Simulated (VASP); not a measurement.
# Sn (Im-3m) in VASP: settings compared

Sn is run at these levels: PBEsol, LDA, r2SCAN; tasks: single point, relaxation of cell and atoms.

All numbers are computed with VASP 6.6.1; they aren't measurements. Logs are shortened: lines on timing, memory, paths and dates and some standing lists are left out, and cuts for length are marked.

### Step 1. The cell of the first run

The structure is cubic, space group Im-3m (No. 229). The conventional cell has a = 3.732 Å, b = 3.732 Å, c = 3.732 Å, α = 90.00°, β = 90.00°, γ = 90.00°. Within 4.3 Å of Sn (site symmetry m-3m) lie 14 Sn at 3.23 to 3.73 Å.

### Step 2. Single point, PBEsol

INCAR

```
SYSTEM = Sn
ALGO = Normal ; EDIFF = 1E-6
ENCUT = 520 ; GGA = PS
ISIF = 2 ; ISMEAR = 1
LASPH = .TRUE. ; LCHARG = .FALSE.
LREAL = .FALSE. ; LWAVE = .FALSE.
NBANDS = 13 ; NELM = 60
PREC = Accurate ; SIGMA = 0.1
```

KPOINTS

```
k-points
0
G
  12 12 12
  0 0 0
```

POSCAR

```
Sn
1.0
   -1.8662486166      1.8662486166      1.8662486166
    1.8662486166     -1.8662486166      1.8662486166
    1.8662486166      1.8662486166     -1.8662486166
Sn
1
Direct
    0.0000000000      0.0000000000      0.0000000000
```

Potentials or basis: VASP PAW PBE potentials, release 64 (Sn_d).

Launch:

```sh
$ cat potpaw_PBE.64/Sn_d/POTCAR > POTCAR
$ mpirun -np 1 vasp_std > vasp.out
```

OUTCAR:

```text
SYSTEM = Sn
   EDIFF = 1E-6
   ENCUT = 520
   GGA = PS
   ISIF = 2
   ISMEAR = 1
   LASPH = .TRUE.
   LREAL = .FALSE.
   NELM = 60
   PREC = Accurate

 ion  position               nearest neighbor table
   1  0.000  0.000  0.000-

  LATTYP: Found a body centered cubic cell.
 ALAT       =     3.7324972332

  Lattice vectors:

 A1 = (  -1.8662486166,   1.8662486166,   1.8662486166)
 A2 = (   1.8662486166,  -1.8662486166,   1.8662486166)
 A3 = (   1.8662486166,   1.8662486166,  -1.8662486166)

Analysis of symmetry for initial positions (statically):
=====================================================================
 Subroutine PRICEL returns:
 Original cell was already a primitive cell.

 Routine SETGRP: Setting up the symmetry group for a
 body centered cubic supercell.

 Subroutine GETGRP returns: Found 48 space group operations
 (whereof 48 operations were pure point group operations)
 out of a pool of 48 trial point group operations.

The static configuration has the point symmetry O_h .

Analysis of symmetry for dynamics (positions and initial velocities):
=====================================================================
 Subroutine PRICEL returns:
 Original cell was already a primitive cell.

 Routine SETGRP: Setting up the symmetry group for a
 body centered cubic supercell.

 Subroutine GETGRP returns: Found 48 space group operations
 (whereof 48 operations were pure point group operations)
 out of a pool of 48 trial point group operations.

The dynamic configuration has the point symmetry O_h .

 Subroutine INISYM returns: Found 48 space group operations
 (whereof 48 operations are pure point group operations),
 and found     1 'primitive' translations

----------------------------------------------------------------------------------------

                                     Primitive cell

  volume of cell :      25.9997

  direct lattice vectors                    reciprocal lattice vectors
    -1.866248617  1.866248617  1.866248617     0.000000000  0.267917144  0.267917144
     1.866248617 -1.866248617  1.866248617     0.267917144  0.000000000  0.267917144
     1.866248617  1.866248617 -1.866248617     0.267917144  0.267917144  0.000000000

  length of vectors
     3.232437424  3.232437424  3.232437424     0.378892059  0.378892059  0.378892059

  position of ions in fractional coordinates (direct lattice)
     0.000000000  0.000000000  0.000000000

  ion indices of the primitive-cell ions
   primitive index   ion index
                 1           1

----------------------------------------------------------------------------------------

 KPOINTS: k-points

Automatic generation of k-mesh.
 Grid dimensions read from file:
 generate k-points for:   12   12   12

 Generating k-lattice:

  Cartesian coordinates                     Fractional coordinates (reciprocal lattice)
     0.000000000  0.022326429  0.022326429     0.083333333  0.000000000  0.000000000
     0.022326429  0.000000000  0.022326429     0.000000000  0.083333333  0.000000000
     0.022326429  0.022326429  0.000000000     0.000000000  0.000000000  0.083333333

  Length of vectors
     0.031574338  0.031574338  0.031574338

  Shift w.r.t. Gamma in fractional coordinates (k-lattice)
     0.000000000  0.000000000  0.000000000

 Subroutine IBZKPT returns following result:
 ===========================================

 Found     72 irreducible k-points:

 Following reciprocal coordinates:
            Coordinates               Weight
  0.000000  0.000000  0.000000      1.000000
  0.083333  0.000000  0.000000     12.000000
  0.166667  0.000000  0.000000     12.000000
  0.250000  0.000000  0.000000     12.000000
  0.333333  0.000000  0.000000     12.000000
  0.416667  0.000000  0.000000     12.000000
[... 16 lines left out ...]
  0.333333  0.083333  0.083333     24.000000
  0.416667  0.083333  0.083333     12.000000
 [... further k-points ...]
   k-points           NKPTS =     72   k-points in BZ     NKDIM =     72   number of bands    NBANDS=     13
   number of dos      NEDOS =    301   number of ions     NIONS =      1
   total plane-waves  NPLWV =  13824
   dimension x,y,z NGX =    24 NGY =   24 NGZ =   24
   dimension x,y,z NGXF=    48 NGYF=   48 NGZF=   48
   ions per type =               1
   NGX,Y,Z   is equivalent  to a cutoff of  12.34, 12.34, 12.34 a.u.
   NGXF,Y,Z  is equivalent  to a cutoff of  24.69, 24.69, 24.69 a.u.
 SYSTEM =  Sn
   PREC   = accura    normal or accurate (medium, high low for compatibility)
   ISTART =      0    job   : 0-new  1-cont  2-samecut
   ICHARG =      2    charge: 1-file 2-atom 10-const
   ISPIN  =      1    spin polarized calculation?
   LNONCOLLINEAR =      F non collinear calculations
   LSORBIT =      F    spin-orbit coupling
   LASPH  =      T    aspherical Exc in radial PAW
   ENCUT  =  520.0 eV  38.22 Ry    6.18 a.u.   6.01  6.01  6.01*2*pi/ulx,y,z
   NELM   =     60;   NELMIN=  2; NELMDL= -5     # of ELM steps
   EDIFF  = 0.1E-05   stopping-criterion for ELM
   LREAL  =      F    real-space projection
   EDIFFG = 0.1E-04   stopping-criterion for IOM
   NSW    =      0    number of steps for IOM
   IBRION =     -1    ionic relax: 0-MD 1-quasi-New 2-CG
   NFREE  =      0    steps in history (QN), initial steepest desc. (CG)
   ISIF   =      2    stress and relaxation
   ISYM   =      2    0-nonsym 1-usesym 2-fastsym
   POTIM  = 0.5000    time-step for ionic-motion
   TEBEG  =    0.0;   TEEND  =   0.0 temperature during run
   PSTRESS=    0.0 pullay stress
   NELECT =      14.0000    total number of electrons
   NUPDOWN=      -1.0000    fix difference up-down
   EMIN   =  10.00;   EMAX   =-10.00  energy-range for DOS
   EFERMI =   0.00;   METHOD = LEGACY
   ISMEAR =     1;   SIGMA  =   0.10  broadening in eV -4-tet -1-fermi 0-gaus
   EFERMI_NEDOS =   21; number of points for ismear=-14 and -15
   IALGO  =     38    algorithm
   IMIX   =      4    mixing-type and parameters
     AMIX     =   0.40;   BMIX     =  1.00
     AMIX_MAG =   1.60;   BMIX_MAG =  1.00
  volume/ion in A,a.u.               =      26.00       175.45
  Fermi-wavevector in a.u.,A,eV,Ry     =   1.331868  2.516867 24.135017  1.773874
  Thomas-Fermi vector in A             =   2.460847
   LORBIT       =      0    0 simple, 1 ext, 2 COOP (PROOUT), +10 PAW based schemes
   GGA     = PS    functional components
   LHFCALC =     F    Hartree Fock is set to
   AEXX    =    0.0000 exact exchange contribution
   IVDW    =     0    specifies the selected vdW correction
   LEPSILON=     F    determine dielectric tensor
   LRPA    =     F    only Hartree local field effects (RPA)
 non-spin polarized calculation
 Methfessel and Paxton  Order N= 1 SIGMA  =   0.10
  energy-cutoff  :      520.00
  volume of cell :       26.00
 maximum number of plane-waves:       715
   NGX = 13   NGY = 13   NGZ = 13

 number of electron      13.9999991 magnetization

 Free energy of the ion-electron system (eV)
  ---------------------------------------------------
  ext. energy  EPLUGINS =         0.00000000
  ---------------------------------------------------
  free energy    TOTEN  =        -4.23414061 eV

  energy without entropy =       -4.23434484  energy(sigma->0) =       -4.23420869

 E-fermi :   8.5541     XC(G=0): -10.7168

 val. band max:        8.4612782462   @ k =  -0.4167   0.4167   0.4167
 cond. band min:       8.5616033362   @ k =   0.1667   0.1667   0.0833
 fundamental gap:      0.1003250899
 Fermi energy:         8.5541331967

 k-point     1 :       0.0000    0.0000    0.0000
  band No.  band energies     occupation
      1     -13.0058      2.00000
      2     -13.0058      2.00000
      3     -13.0058      2.00000
      4     -12.8458      2.00000
      5     -12.8458      2.00000
      6      -2.9551      2.00000
      7      16.8433      0.00000
      8      16.8433      0.00000
      9      16.8433      0.00000
     10      20.6887      0.00000
     11      20.6887      0.00000
     12      20.6887      0.00000
     13      21.5623      0.00000

 k-point     2 :       0.0833    0.0000    0.0000
  band No.  band energies     occupation
      1     -13.0094      2.00000
      2     -13.0007      2.00000
      3     -12.9890      2.00000
      4     -12.8498      2.00000
      5     -12.8462      2.00000
      6      -2.7978      2.00000
      7      15.4988      0.00000
      8      16.2178      0.00000
      9      16.6143      0.00000
     10      19.4172      0.00000
     11      19.7436      0.00000
     12      20.4238      0.00000
     13      22.2063      0.00000

 k-point     3 :       0.1667    0.0000    0.0000
  band No.  band energies     occupation
      1     -13.0193      2.00000
      2     -12.9887      2.00000
      3     -12.9429      2.00000
      4     -12.8594      2.00000
      5     -12.8475      2.00000
      6      -2.3249      2.00000
      7      12.8415      0.00000
      8      15.0251      0.00000
      9      15.9976      0.00000
     10      18.3763      0.00000
     11      18.7150      0.00000
     12      20.4545      0.00000
     13      22.6343      0.00000

 k-point     4 :       0.2500    0.0000    0.0000
  band No.  band energies     occupation
      1     -13.0328      2.00000
      2     -12.9790      2.00000
      3     -12.8792      2.00000
      4     -12.8670      2.00000
      5     -12.8490      2.00000
      6      -1.5355      2.00000
      7      10.0663     -0.00000
      8      13.8787      0.00000
      9      15.2518      0.00000
     10      17.6195      0.00000
     11      17.9140      0.00000
     12      21.0391      0.00000
     13      23.1208      0.00000

 k-point     5 :       0.3333    0.0000    0.0000
  band No.  band energies     occupation
      1     -13.0462      2.00000
      2     -12.9796      2.00000
      3     -12.8654      2.00000
      4     -12.8505      2.00000
      5     -12.8145      2.00000
      6      -0.4363      2.00000
      7       7.4753      2.00000
      8      12.9817      0.00000
      9      14.6145      0.00000
     10      17.0962      0.00000
     11      17.3469      0.00000
     12      22.0153      0.00000
     13      23.7193      0.00000

 k-point     6 :       0.4167    0.0000    0.0000
  band No.  band energies     occupation
      1     -13.0560      2.00000
      2     -12.9867      2.00000
      3     -12.8584      2.00000
      4     -12.8516      2.00000
      5     -12.7666      2.00000
      6       0.9262      2.00000
      7       5.1981      2.00000
      8      12.4168      0.00000
      9      14.2014      0.00000
     10      16.7905      0.00000
     11      17.0094      0.00000
     12      23.1646      0.00000
     13      24.3593      0.00000

 k-point     7 :       0.5000    0.0000    0.0000
  band No.  band energies     occupation
      1     -13.0596      2.00000
      2     -12.9903      2.00000
      3     -12.8549      2.00000
      4     -12.8520      2.00000
      5     -12.7490      2.00000
      6       2.0003      2.00000
      7       3.8163      2.00000
      8      12.2243      0.00000
      9      14.0594      0.00000
     10      16.6903      0.00000
     11      16.8974      0.00000
     12      23.8452      0.00000
     13      24.7002      0.00000
[... 193 lines left out ...]
 k-point    20 :       0.0833    0.0833    0.0833
  band No.  band energies     occupation
      1     -13.0092      2.00000
      2     -13.0092      2.00000
      3     -12.9086      2.00000
      4     -12.8546      2.00000
      5     -12.8546      2.00000
      6      -2.0089      2.00000
      7      12.1194      0.00000
      8      14.0174      0.00000
      9      14.0174      0.00000
     10      19.7988      0.00000
     11      19.7988      0.00000
     12      21.5636      0.00000
     13      22.6984      0.00000

 k-point    21 :       0.1667    0.0833    0.0833
  band No.  band energies     occupation
      1     -13.0221      2.00000
      2     -12.9955      2.00000
      3     -12.8641      2.00000
      4     -12.8568      2.00000
      5     -12.8527      2.00000
      6      -1.2202      2.00000
      7      10.0042     -0.00000
      8      12.2580      0.00000
      9      13.1169      0.00000
     10      19.9095      0.00000
     11      20.1681      0.00000
     12      21.6766      0.00000
     13      23.3200      0.00000

 k-point    22 :       0.2500    0.0833    0.0833
  band No.  band energies     occupation
      1     -13.0340      2.00000
      2     -12.9817      2.00000
      3     -12.8639      2.00000
      4     -12.8518      2.00000
      5     -12.8153      2.00000
      6      -0.1270      2.00000
      7       7.6564      2.00000
      8      11.1847      0.00000
      9      12.4337      0.00000
     10      19.5387      0.00000
     11      19.9423      0.00000
     12      22.4278      0.00000
     13      23.9596      0.00000

 k-point    23 :       0.3333    0.0833    0.0833
  band No.  band energies     occupation
      1     -13.0421      2.00000
      2     -12.9760      2.00000
      3     -12.8578      2.00000
      4     -12.8517      2.00000
      5     -12.7867      2.00000
      6       1.2149      2.00000
      7       5.4833      2.00000
      8      10.5852      0.00000
      9      12.0119      0.00000
     10      19.2437      0.00000
     11      19.6579      0.00000
     12      23.5648      0.00000
     13      24.6350      0.00000

 k-point    24 :       0.4167    0.0833    0.0833
  band No.  band energies     occupation
      1     -13.0450      2.00000
      2     -12.9753      2.00000
      3     -12.8539      2.00000
      4     -12.8517      2.00000
      5     -12.7766      2.00000
      6       2.2397      2.00000
      7       4.1730      2.00000
      8      10.3889     -0.00000
      9      11.8696      0.00000
     10      19.1394      0.00000
     11      19.5519      0.00000
     12      24.2693      0.00000
     13      25.0036      0.00000

 [... further k-points ...]
[... 5 lines left out ...]
  --------------------------------------------------------------------------------------
  -------------------------------------------------------------------------------------
  Total        0.0021292      0.0021292      0.0021292     -0.0000000      0.0000000      0.0000000
  in kB        0.1312096      0.1312096      0.1312096     -0.0000000      0.0000000      0.0000000
  external PRESSURE =       0.1312096 kB  Pullay stress =       0.0000000 kB

 VOLUME and BASIS-vectors are now :
 -----------------------------------------------------------------------------
  energy-cutoff  :      520.00
  volume of cell :       26.00
      direct lattice vectors                 reciprocal lattice vectors
    -1.866248617  1.866248617  1.866248617     0.000000000  0.267917144  0.267917144
     1.866248617 -1.866248617  1.866248617     0.267917144  0.000000000  0.267917144
     1.866248617  1.866248617 -1.866248617     0.267917144  0.267917144  0.000000000

 POSITION                                       TOTAL-FORCE (eV/Angst)
 -----------------------------------------------------------------------------------
      0.00000      0.00000      0.00000         0.000000      0.000000      0.000000
 -----------------------------------------------------------------------------------
    total drift:                                0.000000      0.000000      0.000000

  FREE ENERGIE OF THE ION-ELECTRON SYSTEM (eV)
  ---------------------------------------------------
  free  energy   TOTEN  =        -4.2341406094 eV

  energy  without entropy=       -4.2343448363  energy(sigma->0) =       -4.23420869
```

Wall time 7.8 s (1 thread of Intel Xeon Platinum 8488C (Sapphire Rapids), shared host); peak memory 0.15 GiB.

What came out:

```
Free energy            : -4.2341 eV
Pressure               : 0.0 GPa
Band gap on the k mesh : zero (band 7 reaches 16.84 eV, above the bottom of band 8 at 5.86 eV)
```

Levels at points of the mesh, in eV from the Fermi level:
```tsv
k point	band 3	band 4	band 5	band 6	band 7	band 8	band 9	band 10	band 11	band 12
(0.00, 0.00, 0.00)	-21.56	-21.40	-21.40	-11.51	8.29	8.29	8.29	12.13	12.13	12.13
(0.50, 0.00, 0.00)	-21.41	-21.41	-21.30	-6.55	-4.74	3.67	5.51	8.14	8.34	15.29
(0.50, 0.50, 0.50)	-21.33	-21.33	-21.33	-2.31	-0.61	-0.61	-0.61	3.75	3.75	18.39
```

Caveat: the PAW data sets were made with another functional, which shifts forces and pressure a little; spin-orbit coupling is left out, which moves the levels of the heavy elements.

### Step 3. Single point, LDA

This run uses another cell than the first one, of 25.33 Å³/atom, 0.974 times its volume.

INCAR

```
PREC = Accurate
ENCUT = 520
EDIFF = 1E-6
ISMEAR = 1
SIGMA = 0.1
LREAL = F
LASPH = T
NELM = 80
ALGO = Normal
ISIF = 2
LWAVE = F
LCHARG = T
LELF = T
LVHAR = T
NBANDS = 13
```

KPOINTS

```
Automatic mesh
0
Gamma
  12 12 12
```

POSCAR

```
Sn
1.0
   -1.8501275537      1.8501275537      1.8501275537
    1.8501275537     -1.8501275537      1.8501275537
    1.8501275537      1.8501275537     -1.8501275537
Sn
1
Direct
    0.0000000000      0.0000000000      0.0000000000
```

Potentials or basis: VASP PAW LDA potentials, release 64 (Sn_d).

Launch:

```sh
$ cat potpaw_LDA.64/Sn_d/POTCAR > POTCAR
$ mpirun -np 1 vasp_std > vasp.out
```

It took 9.5 s on 1 thread of Intel Xeon Platinum 8488C (Sapphire Rapids), shared host; peak memory 0.14 GiB.

Results (log left out):

```
Free energy            : -4.4455 eV
Pressure               : 0.1 GPa
Band gap on the k mesh : zero (band 7 reaches 17.20 eV, above the bottom of band 8 at 6.03 eV)
```

Levels at points of the mesh, in eV from the Fermi level:
```csv
k point,band 5,band 6,band 7,band 8,band 9,band 10
"(0.00, 0.00, 0.00)",-21.42,-11.72,8.41,8.41,8.41,12.26
"(0.50, 0.00, 0.00)",-21.32,-6.64,-4.85,3.69,5.57,8.36
"(0.50, 0.50, 0.50)",-21.34,-2.28,-0.66,-0.66,-0.66,3.86
```

Caveat: spin-orbit coupling is left out, which moves the levels of the heavy elements.

[end of part 1 of 3]
